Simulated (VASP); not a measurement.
# Bi2Te3 (R3m) in VASP: notebook, part 3 of 3

VASP 6.6.1.

## Step 4: Electric field gradients, LDA

This run uses another cell than the first one, of 33.61 Å³/atom.

The input, INCAR:

```
SYSTEM = Bi2Te3
PREC = Accurate
ENCUT = 520
EDIFF = 1E-8
ISMEAR = -1
SIGMA = 0.08
LREAL = .FALSE.
LASPH = .TRUE.
NELM = 60
ALGO = Normal
ISIF = 2
LWAVE = .FALSE.
LCHARG = .FALSE.
LEFG = .TRUE.
NBANDS = 32
```

The input, KPOINTS:

```
Automatic mesh
0
G
  8 8 8
  0 0 0
```

The input, POSCAR:

```
Bi2Te3
1.0
    2.2085012539      1.2750787934      9.9466700000
   -2.2085012539      1.2750787934      9.9466700000
    0.0000000000     -2.5501575869      9.9466700000
Bi Te
2 3
Direct
    0.8120000000      0.8120000000      0.8120000000
    0.4020000000      0.4020000000      0.4020000000
    0.6110000000      0.6110000000      0.6110000000
    0.2000000000      0.2000000000      0.2000000000
    0.0000000000      0.0000000000      0.0000000000
```

Potentials or basis: VASP PAW LDA potentials, release 64 (Bi_d, Te).

Launch:

```console
$ cat potpaw_LDA.64/Bi_d/POTCAR potpaw_LDA.64/Te/POTCAR > POTCAR
$ mpirun -np 1 vasp_std > vasp.out
```

OUTCAR:

```text
SYSTEM = Bi2Te3
   PREC = Accurate
   ENCUT = 520
   EDIFF = 1E-8
   ISMEAR = -1
   LREAL = .FALSE.
   LASPH = .TRUE.
   NELM = 60
   ISIF = 2

 ion  position               nearest neighbor table
   1  0.812  0.812  0.812-   4 3.03   4 3.03   4 3.03   2 3.43   2 3.43   2 3.43
   2  0.402  0.402  0.402-   5 3.27   5 3.27   5 3.27   1 3.43   1 3.43   1 3.43
   3  0.611  0.611  0.611-   5 3.04   5 3.04   5 3.04   4 3.45   4 3.45   4 3.45
   4  0.200  0.200  0.200-   1 3.03   1 3.03   1 3.03   3 3.45   3 3.45   3 3.45
   5  0.000  0.000  0.000-   3 3.04   3 3.04   3 3.04   2 3.27   2 3.27   2 3.27

  LATTYP: Found a trigonal (rhomboedric) cell.
 ALAT       =    10.2683761037
 COS(alpha) =     0.9074829532

  Lattice vectors:

 A1 = (   2.2085012539,   1.2750787934,   9.9466700000)
 A2 = (  -2.2085012539,   1.2750787934,   9.9466700000)
 A3 = (   0.0000000000,  -2.5501575869,   9.9466700000)

Analysis of symmetry for initial positions (statically):
=====================================================================
 Subroutine PRICEL returns:
 Original cell was already a primitive cell.

 Routine SETGRP: Setting up the symmetry group for a
 trigonal (rhombohedral) supercell.

 Subroutine GETGRP returns: Found  6 space group operations
 (whereof  6 operations were pure point group operations)
 out of a pool of 12 trial point group operations.

The static configuration has the point symmetry C_3v.

Analysis of symmetry for dynamics (positions and initial velocities):
=====================================================================
 Subroutine PRICEL returns:
 Original cell was already a primitive cell.

 Routine SETGRP: Setting up the symmetry group for a
 trigonal (rhombohedral) supercell.

 Subroutine GETGRP returns: Found  6 space group operations
 (whereof  6 operations were pure point group operations)
 out of a pool of 12 trial point group operations.

The dynamic configuration has the point symmetry C_3v.

 Subroutine INISYM returns: Found  6 space group operations
 (whereof  6 operations are pure point group operations),
 and found     1 'primitive' translations

----------------------------------------------------------------------------------------

                                     Primitive cell

  volume of cell :     168.0597

  direct lattice vectors                    reciprocal lattice vectors
     2.208501254  1.275078793  9.946670000     0.226397879  0.130710876  0.033512053
    -2.208501254  1.275078793  9.946670000    -0.226397879  0.130710876  0.033512053
     0.000000000 -2.550157587  9.946670000     0.000000000 -0.261421753  0.033512053

  length of vectors
    10.268376104 10.268376104 10.268376104     0.263560981  0.263560981  0.263560981

  position of ions in fractional coordinates (direct lattice)
     0.812000000  0.812000000  0.812000000
     0.402000000  0.402000000  0.402000000
     0.611000000  0.611000000  0.611000000
     0.200000000  0.200000000  0.200000000
     0.000000000  0.000000000  0.000000000

  ion indices of the primitive-cell ions
   primitive index   ion index
[... 97 lines left out ...]
     AMIX_MAG =   1.60;   BMIX_MAG =  1.00
  volume/ion in A,a.u.               =      33.61       226.82
  Fermi-wavevector in a.u.,A,eV,Ry     =   1.078121  2.037353 15.814652  1.162344
  Thomas-Fermi vector in A             =   2.214051
   LORBIT       =      0    0 simple, 1 ext, 2 COOP (PROOUT), +10 PAW based schemes
   GGA     = CA    functional components
   LHFCALC =     F    Hartree Fock is set to
   AEXX    =    0.0000 exact exchange contribution
   IVDW    =     0    specifies the selected vdW correction
   LEPSILON=     F    determine dielectric tensor
   LRPA    =     F    only Hartree local field effects (RPA)
 non-spin polarized calculation
  energy-cutoff  :      520.00
  volume of cell :      168.06
 maximum number of plane-waves:      4552
 NGX is ok and might be reduce to    80
   NGX = 39   NGY = 39   NGZ = 39

 number of electron      48.0000001 magnetization

 Free energy of the ion-electron system (eV)
  ---------------------------------------------------
  ext. energy  EPLUGINS =         0.00000000
  ---------------------------------------------------
  free energy    TOTEN  =       -20.25893236 eV

  energy without entropy =      -20.22407537  energy(sigma->0) =      -20.24150386

 E-fermi :   6.2576     XC(G=0):  -9.6373

 val. band max:        6.2144199479   @ k =   0.5000   0.5000   0.3750
 cond. band min:       6.2641392712   @ k =   0.1250   0.1250   0.1250
 fundamental gap:      0.0497193233
 Fermi energy:         6.2576268520

 k-point     1 :       0.0000    0.0000    0.0000
  band No.  band energies     occupation
      1     -16.8122      2.00000
      2     -16.8122      2.00000
      3     -16.7821      2.00000
      4     -16.7821      2.00000
      5     -16.7764      2.00000
      6     -16.2376      2.00000
[... 829 lines left out ...]
     31       9.9785      0.00000
     32      11.2586      0.00000

 [... further k-points ...]

------------------------ aborting loop because EDIFF is reached ----------------------------------------

  FORCE on cell =-STRESS in cart. coord.  units (eV):
  Direction    XX          YY          ZZ          XY          YZ          ZX
  --------------------------------------------------------------------------------------
  -------------------------------------------------------------------------------------
  Total       -1.5092626     -1.5092626     -2.6770232      0.0000000      0.0000000      0.0000000
  in kB      -14.3883758    -14.3883758    -25.5210825      0.0000000      0.0000000      0.0000000
  external PRESSURE =     -18.0992780 kB  Pullay stress =       0.0000000 kB

 VOLUME and BASIS-vectors are now :
 -----------------------------------------------------------------------------
  energy-cutoff  :      520.00
  volume of cell :      168.06
      direct lattice vectors                 reciprocal lattice vectors
     2.208501254  1.275078793  9.946670000     0.226397879  0.130710876  0.033512053
    -2.208501254  1.275078793  9.946670000    -0.226397879  0.130710876  0.033512053
     0.000000000 -2.550157587  9.946670000     0.000000000 -0.261421753  0.033512053

 POSITION                                       TOTAL-FORCE (eV/Angst)
 -----------------------------------------------------------------------------------
      0.00000     -0.00000     24.23009         0.000000      0.000000     -0.767158
      0.00000     -0.00000     11.99568         0.000000      0.000000     -0.435948
      0.00000     -0.00000     18.23225         0.000000      0.000000     -0.640549
      0.00000     -0.00000      5.96800         0.000000     -0.000000      0.682167
      0.00000      0.00000      0.00000         0.000000     -0.000000      1.161488
 -----------------------------------------------------------------------------------
    total drift:                               -0.000000     -0.000000      0.000494

  FREE ENERGIE OF THE ION-ELECTRON SYSTEM (eV)
  ---------------------------------------------------
  free  energy   TOTEN  =       -20.2589323645 eV

  energy  without entropy=      -20.2240753653  energy(sigma->0) =      -20.24150386

 Electric field gradients (V/A^2)
---------------------------------------------------------------------
 ion       V_xx      V_yy      V_zz      V_xy      V_xz      V_yz
---------------------------------------------------------------------
   1      24.402    24.402   -48.805    -0.000    -0.000     0.000
   2       0.286     0.286    -0.573    -0.000     0.000     0.000
   3      -3.792    -3.792     7.583    -0.000    -0.000     0.000
   4      -7.242    -7.242    14.484    -0.000    -0.000     0.000
   5     -11.542   -11.542    23.083     0.000    -0.000     0.000
---------------------------------------------------------------------

 Electric field gradients after diagonalization (V/A^2)
 (convention: |V_zz| > |V_xx| > |V_yy|)
----------------------------------------------------------------------
 ion       V_xx      V_yy      V_zz     asymmetry (V_yy - V_xx)/ V_zz
----------------------------------------------------------------------
   1      24.402    24.402   -48.805       0.000
   2       0.286     0.286    -0.573       0.000
   3      -3.792    -3.792     7.583       0.000
   4      -7.242    -7.242    14.484       0.000
   5     -11.542   -11.542    23.083       0.000
----------------------------------------------------------------------

           NMR quadrupolar parameters

 Cq : quadrupolar parameter    Cq=e*Q*V_zz/h
 eta: asymmetry parameters     (V_yy - V_xx)/ V_zz
 Q  : nuclear electric quadrupole moment in mb (millibarn)
----------------------------------------------------------------------
 ion       Cq(MHz)       eta       Q (mb)
----------------------------------------------------------------------
   1      -0.118       0.000       1.000
   2      -0.001       0.000       1.000
   3       0.018       0.000       1.000
   4       0.035       0.000       1.000
   5       0.056       0.000       1.000
----------------------------------------------------------------------
```

OSZICAR:

```text
N       E                     dE             d eps       ncg     rms          rms(c)
DAV:   1     0.436603876881E+03    0.43660E+03   -0.21573E+04  4160   0.146E+03
DAV:   2     0.264461400159E+02   -0.41016E+03   -0.39464E+03  4320   0.383E+02
DAV:   3    -0.182725931770E+02   -0.44719E+02   -0.42714E+02  5320   0.138E+02
DAV:   4    -0.202458172958E+02   -0.19732E+01   -0.19603E+01  4688   0.310E+01
DAV:   5    -0.203370466356E+02   -0.91229E-01   -0.91215E-01  6080   0.662E+00    0.128E+01
DAV:   6    -0.202641864737E+02    0.72860E-01   -0.84512E-02  5056   0.563E+00    0.811E+00
DAV:   7    -0.202604439862E+02    0.37425E-02   -0.81983E-02  4968   0.185E+00    0.702E-01
DAV:   8    -0.202591627219E+02    0.12813E-02   -0.58768E-03  4744   0.596E-01    0.489E-01
DAV:   9    -0.202589806916E+02    0.18203E-03   -0.18117E-03  4912   0.337E-01    0.188E-01
DAV:  10    -0.202589383018E+02    0.42390E-04   -0.19555E-04  4800   0.126E-01    0.642E-02
DAV:  11    -0.202589340619E+02    0.42399E-05   -0.44461E-05  5208   0.439E-02    0.244E-02
DAV:  12    -0.202589324588E+02    0.16031E-05   -0.19568E-05  4896   0.319E-02    0.199E-02
DAV:  13    -0.202589323348E+02    0.12398E-06   -0.21957E-06  6168   0.110E-02    0.377E-03
DAV:  14    -0.202589323603E+02   -0.25514E-07   -0.27611E-07  4544   0.257E-03    0.322E-03
DAV:  15    -0.202589323645E+02   -0.41482E-08   -0.32725E-08  4248   0.141E-03
   1 F= -.20258932E+02 E0= -.20241504E+02  d E =-.348570E-01
```

It took 14 min on 1 thread of Intel Xeon 6975P-C (Granite Rapids), shared host; peak memory 0.84 GiB.

What came out:

```yaml
Free_energy: -20.2589 eV
Pressure: -1.8 GPa
Largest_force: 1.161 eV/Å
Band_gap_on_the_k_mesh: zero (bands 24 and 25 overlap by 0.18 eV)
Largest_electric_field_gradient_by_atom: Bi -48.8, -0.6; Te +7.6, +14.5, +23.1 V/Å²
```

Forces in eV/Å, atoms in the order of the input:
```
Bi   0.000  0.000 -0.767
Bi   0.000  0.000 -0.436
Te   0.000  0.000 -0.641
Te   0.000  0.000  0.682
Te   0.000  0.000  1.161
```

Electric field gradients, principal values (V/Å²):
| atom | least | middle | greatest (by size) |
| --- | --- | --- | --- |
| 1 Bi | 24.402 | 24.402 | -48.805 |
| 2 Bi | 0.286 | 0.286 | -0.573 |
| 3 Te | -3.792 | -3.792 | 7.583 |
| 4 Te | -7.242 | -7.242 | 14.484 |
| 5 Te | -11.542 | -11.542 | 23.083 |

Caveat: without QUAD_EFG the Cq values of the log hold for a quadrupole moment of 1 mb, not for the nuclei; spin-orbit coupling is left out, which moves the levels of the heavy elements; forces of over 1 eV/Å act on the atoms, so gaps and moduli don't describe the material at rest.

## Step 5: Overview

```tsv
cell	gap on the mesh (eV)	pressure (GPa)	largest force (eV/Å)
a = 10.302 Å, angles 24.8°, 5 atoms	none	-2.3	1.13
a = 10.234 Å, angles 24.8°, 5 atoms	none	-1.3	1.19
a = 10.268 Å, angles 24.8°, 5 atoms	none	-1.8	1.16
```

Alike in all rows: task electric field gradients; level LDA; potentials or basis VASP PAW LDA potentials, release 64 (Bi_d, Te); no spin polarisation; k mesh 8 × 8 × 8; cutoff (eV) 520; smearing fermi-dirac 0.08 eV.

Caveats: spin-orbit coupling is left out, which moves the levels of the heavy elements; forces of over 1 eV/Å act on the atoms, so gaps and moduli don't describe the material at rest.

Absolute energies hang on the potentials; compare differences alone.
